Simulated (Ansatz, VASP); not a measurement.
**Two plane-wave programs on TiC**

```
Ti C
1.0
     0.00000    2.05814    2.16646
     2.05814    0.00000    2.16646
     2.05814    2.05814    0.00000
Ti C
1 1
Direct
  0.00000 0.00000 0.00000
  0.50000 0.50000 0.50000
```

Change from the starting cell: strain -0.050 along x and y, +0.000 along z, atoms carried along.

Alike in both runs: task single point; functional PBE; k mesh 24 × 24 × 24; occupations gaussian, width 0.15 eV; no spin polarisation.

```csv
,VASP,Ansatz
version,VASP 6.6.1,Ansatz 0.2.0
potentials or method,"VASP PAW PBE potentials, release 64 (Ti_sv, C), cutoff 520 eV","scalar-relativistic, plane waves, PAW"
valence electrons in the cell,16,16
```

VASP gave:

| Property | Result |
| --- | --- |
| gap on the k mesh at the Fermi level (eV) | none |
| pressure (GPa) | 33.2 |
| traceless stress, the component that is largest in VASP (GPa) | -19.50 |

Q: What did Ansatz give for the same quantities?

A: gap on the k mesh at the Fermi level (eV): none; pressure (GPa): 33.1; traceless stress, the component that is largest in VASP (GPa): -19.44.

A gap of «none» marks a metal or a gap that the smearing closes. Both programs put the cell under a high pressure, so it lies far from rest at this level.
